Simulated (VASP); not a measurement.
# Re2Os (P6/mmm) in VASP: a series of runs

The runs below take Re2Os through single point, with PBE.

Program: VASP 6.6.1. These are calculated values, not measurements. Logs are shortened: lines on timing, memory, paths and dates and some standing lists are left out, and cuts for length are marked.

### Step 1. The cell of the first run

The structure is hexagonal, space group P6/mmm (No. 191). The conventional cell has a = 4.364 Å, b = 4.364 Å, c = 2.734 Å, α = 90.00°, β = 90.00°, γ = 120.00°. Re (site symmetry -6m2) has 5 Re at 2.52 to 2.73 Å and 6 Os at 2.87 Å within 3.3 Å. Within 3.6 Å of Os (site symmetry 6/mmm) lie 2 Os at 2.73 Å and 12 Re at 2.87 Å.

### Step 2. Single point, PBE

File INCAR:

```
PREC = Accurate
ENCUT = 520
EDIFF = 1E-6
ISMEAR = 0
SIGMA = 0.1
LREAL = F
LASPH = T
NELM = 60
ALGO = Normal
ISIF = 2
LWAVE = F
LCHARG = F
GGA = PE
NBANDS = 18
```

File KPOINTS:

```
Automatic mesh
0
Gamma
  6 6 4
```

File POSCAR:

```
Re2Os
1.0
    4.3644408301      0.0000000000      0.0000000000
   -2.1822204151      3.7797166322      0.0000000000
    0.0000000000      0.0000000000      2.7335002782
Re Os
2 1
Direct
    0.3333333333      0.6666666667      0.5000000000
    0.6666666667      0.3333333333      0.5000000000
    0.0000000000      0.0000000000      0.0000000000
```

Potentials or basis: VASP PAW PBE potentials, release 64 (Re, Os).

Launch:

```
$ cat potpaw_PBE.64/Re/POTCAR potpaw_PBE.64/Os/POTCAR > POTCAR
$ mpirun -np 1 vasp_std > vasp.out
```

OUTCAR:

```text
PREC = Accurate
   ENCUT = 520
   EDIFF = 1E-6
   ISMEAR = 0
   LREAL = F
   LASPH = T
   NELM = 60
   ISIF = 2
   GGA = PE

 ion  position               nearest neighbor table
   1  0.333  0.667  0.500-   2 2.52   2 2.52   2 2.52   3 2.87   3 2.87   3 2.87   3 2.87   3 2.87
                             3 2.87
   2  0.667  0.333  0.500-   1 2.52   1 2.52   1 2.52   3 2.87   3 2.87   3 2.87   3 2.87   3 2.87
                             3 2.87
   3  0.000  0.000  0.000-   1 2.87   2 2.87   1 2.87   2 2.87   2 2.87   2 2.87   1 2.87   1 2.87
                             2 2.87   2 2.87   1 2.87   1 2.87

  LATTYP: Found a hexagonal cell.
 ALAT       =     4.3644408301
 C/A-ratio  =     0.6263116822

  Lattice vectors:

 A1 = (   4.3644408301,   0.0000000000,   0.0000000000)
 A2 = (  -2.1822204151,   3.7797166322,   0.0000000000)
 A3 = (   0.0000000000,   0.0000000000,   2.7335002782)

Analysis of symmetry for initial positions (statically):
=====================================================================
 Subroutine PRICEL returns:
 Original cell was already a primitive cell.

 Routine SETGRP: Setting up the symmetry group for a
 hexagonal supercell.

 Subroutine GETGRP returns: Found 24 space group operations
 (whereof 24 operations were pure point group operations)
 out of a pool of 24 trial point group operations.

The static configuration has the point symmetry D_6h.

Analysis of symmetry for dynamics (positions and initial velocities):
=====================================================================
 Subroutine PRICEL returns:
 Original cell was already a primitive cell.

 Routine SETGRP: Setting up the symmetry group for a
 hexagonal supercell.

 Subroutine GETGRP returns: Found 24 space group operations
 (whereof 24 operations were pure point group operations)
 out of a pool of 24 trial point group operations.

The dynamic configuration has the point symmetry D_6h.

 Subroutine INISYM returns: Found 24 space group operations
 (whereof 24 operations are pure point group operations),
 and found     1 'primitive' translations

----------------------------------------------------------------------------------------

                                     Primitive cell

  volume of cell :      45.0928
[... 82 lines left out ...]
   LNONCOLLINEAR =      F non collinear calculations
   LSORBIT =      F    spin-orbit coupling
   LASPH  =      T    aspherical Exc in radial PAW
   ENCUT  =  520.0 eV  38.22 Ry    6.18 a.u.   8.11  8.11  5.08*2*pi/ulx,y,z
   NELM   =     60;   NELMIN=  2; NELMDL= -5     # of ELM steps
   EDIFF  = 0.1E-05   stopping-criterion for ELM
   LREAL  =      F    real-space projection
   EDIFFG = 0.1E-04   stopping-criterion for IOM
   NSW    =      0    number of steps for IOM
   IBRION =     -1    ionic relax: 0-MD 1-quasi-New 2-CG
   NFREE  =      0    steps in history (QN), initial steepest desc. (CG)
   ISIF   =      2    stress and relaxation
   ISYM   =      2    0-nonsym 1-usesym 2-fastsym
   POTIM  = 0.5000    time-step for ionic-motion
   TEBEG  =    0.0;   TEEND  =   0.0 temperature during run
   PSTRESS=    0.0 pullay stress
   NELECT =      22.0000    total number of electrons
   NUPDOWN=      -1.0000    fix difference up-down
   EMIN   =  10.00;   EMAX   =-10.00  energy-range for DOS
   EFERMI =   0.00;   METHOD = LEGACY
   ISMEAR =     0;   SIGMA  =   0.10  broadening in eV -4-tet -1-fermi 0-gaus
   EFERMI_NEDOS =   21; number of points for ismear=-14 and -15
   IALGO  =     38    algorithm
   IMIX   =      4    mixing-type and parameters
     AMIX     =   0.40;   BMIX     =  1.00
     AMIX_MAG =   1.60;   BMIX_MAG =  1.00
  volume/ion in A,a.u.               =      15.03       101.43
  Fermi-wavevector in a.u.,A,eV,Ry     =   1.288784  2.435448 22.598783  1.660964
  Thomas-Fermi vector in A             =   2.420716
   LORBIT       =      0    0 simple, 1 ext, 2 COOP (PROOUT), +10 PAW based schemes
   GGA     = PE    functional components
   LHFCALC =     F    Hartree Fock is set to
   AEXX    =    0.0000 exact exchange contribution
   IVDW    =     0    specifies the selected vdW correction
   LEPSILON=     F    determine dielectric tensor
   LRPA    =     F    only Hartree local field effects (RPA)
 non-spin polarized calculation
 Gauss-broadening in eV      SIGMA  =   0.10
  energy-cutoff  :      520.00
  volume of cell :       45.09
 maximum number of plane-waves:      1242
   NGX = 17   NGY = 17   NGZ = 11

 number of electron      22.0000002 magnetization

 Free energy of the ion-electron system (eV)
  ---------------------------------------------------
  ext. energy  EPLUGINS =         0.00000000
  ---------------------------------------------------
  free energy    TOTEN  =       -35.52952314 eV

  energy without entropy =      -35.52000360  energy(sigma->0) =      -35.52476337

 E-fermi :   8.0618     XC(G=0): -13.6003

 val. band max:        7.8680428651   @ k =   0.0000   0.0000   0.0000
 cond. band min:       8.0841642668   @ k =   0.1667   0.1667   0.2500
 fundamental gap:      0.2161214017
 Fermi energy:         8.0618003333

 k-point     1 :       0.0000    0.0000    0.0000
  band No.  band energies     occupation
      1      -2.0031      2.00000
      2       1.9267      2.00000
      3       4.6385      2.00000
      4       4.6385      2.00000
      5       4.7496      2.00000
      6       4.9427      2.00000
[... 418 lines left out ...]
      5       4.1706      2.00000
      6       4.1706      2.00000
[... 10 lines left out ...]
     17      14.4405      0.00000
     18      14.4531      0.00000

------------------------ aborting loop because EDIFF is reached ----------------------------------------

  FORCE on cell =-STRESS in cart. coord.  units (eV):
  Direction    XX          YY          ZZ          XY          YZ          ZX
  --------------------------------------------------------------------------------------
  -------------------------------------------------------------------------------------
  Total       -0.2952348     -0.2952348      0.0049256      0.0000000     -0.0000000      0.0000000
  in kB      -10.4898968    -10.4898968      0.1750082      0.0000000     -0.0000000      0.0000000
  external PRESSURE =      -6.9349285 kB  Pullay stress =       0.0000000 kB

 VOLUME and BASIS-vectors are now :
 -----------------------------------------------------------------------------
  energy-cutoff  :      520.00
  volume of cell :       45.09
      direct lattice vectors                 reciprocal lattice vectors
     4.364440830  0.000000000  0.000000000     0.229124426  0.132285049  0.000000000
    -2.182220415  3.779716632  0.000000000     0.000000000  0.264570098  0.000000000
     0.000000000  0.000000000  2.733500278     0.000000000  0.000000000  0.365831315

 POSITION                                       TOTAL-FORCE (eV/Angst)
 -----------------------------------------------------------------------------------
     -0.00000      2.51981      1.36675         0.000000     -0.000000      0.000000
      2.18222      1.25991      1.36675        -0.000000      0.000000     -0.000000
      0.00000      0.00000      0.00000        -0.000000      0.000000      0.000000
 -----------------------------------------------------------------------------------
    total drift:                               -0.000000      0.000000      0.000000

  FREE ENERGIE OF THE ION-ELECTRON SYSTEM (eV)
  ---------------------------------------------------
  free  energy   TOTEN  =       -35.5295231401 eV

  energy  without entropy=      -35.5200036037  energy(sigma->0) =      -35.52476337
```

It took 7.6 s on 1 thread of Intel Xeon 6975P-C (Granite Rapids), shared host; peak memory 0.16 GiB.

What came out:

| Property | Result |
| --- | --- |
| Free energy | -35.5295 eV |
| Pressure | -0.7 GPa |
| Band gap on the k mesh | zero (bands 11 and 12 overlap by 2.66 eV) |

Caveat: the k points lie up to 0.57 Å⁻¹ apart, too coarse for converged energies and pressures of a metal; spin-orbit coupling is left out, which moves the levels of the heavy elements.

### Step 3. Single point, PBE

This run uses another cell than the first one, of 13.14 Å³/atom.

File INCAR:

```
SYSTEM = Re2Os
PREC = Accurate
ENCUT = 520
EDIFF = 1E-6
ISMEAR = 0
SIGMA = 0.1
LREAL = .False.
LASPH = .True.
NELM = 60
ALGO = Fast
ISIF = 2
LWAVE = .False.
LCHARG = .True.
GGA = PE
LELF = .True.
LVHAR = .True.
NBANDS = 18
```

File KPOINTS:

```
Automatic mesh
0
Gamma
  6 6 6
  0 0 0
```

File POSCAR:

```
Re2Os
1.0
    3.4799995076      0.0000000000      0.0000000000
   -1.7399997538      3.0137679787      0.0000000000
    0.0000000000      0.0000000000      3.7574745514
Re Os
2 1
Direct
    0.3333333333      0.6666666667      0.5000000000
    0.6666666667      0.3333333333      0.5000000000
    0.0000000000      0.0000000000      0.0000000000
```

Potentials or basis: VASP PAW PBE potentials, release 64 (Re, Os).

Launch:

```
$ cat potpaw_PBE.64/Re/POTCAR potpaw_PBE.64/Os/POTCAR > POTCAR
$ mpirun -np 1 vasp_std > vasp.out
```

It took 15 s on 1 thread of Intel Xeon 6975P-C (Granite Rapids), shared host; peak memory 0.16 GiB.

It converged, with:

| Item | Value |
| --- | --- |
| Free energy | -24.2969 eV |
| Pressure | 158.3 GPa |
| Band gap on the k mesh | zero (bands 11 and 12 overlap by 1.80 eV) |

Stress tensor (GPa, compression positive):
```
215.37   0.00   0.00
  0.00 215.37   0.00
  0.00   0.00  44.12
```

Levels at points of the mesh, in eV from the Fermi level:
| k point | band 8 | band 9 | band 10 | band 11 | band 12 | band 13 | band 14 | band 15 |
| --- | --- | --- | --- | --- | --- | --- | --- | --- |
| (0.00, 0.00, 0.00) | -3.47 | -2.76 | -2.76 | -0.45 | -0.45 | -0.40 | 0.59 | 2.92 |
| (0.50, 0.00, 0.00) | -3.63 | -2.93 | -0.82 | 0.57 | 1.16 | 2.86 | 3.25 | 4.13 |
| (0.00, 0.00, 0.50) | -1.66 | -0.59 | -0.59 | 0.62 | 0.62 | 0.73 | 0.73 | 1.86 |
| (0.50, 0.00, 0.50) | -3.02 | -1.59 | -1.16 | -0.38 | -0.12 | 0.03 | 3.52 | 4.45 |

Caveat: atoms lie so close that the PAW spheres overlap strongly, which falsifies energies and pressures; the stress differs along the axes, from 44 to 215 GPa; spin-orbit coupling is left out, which moves the levels of the heavy elements.

The gap in the log of VASP goes by the Fermi energy; the results here count the filled bands.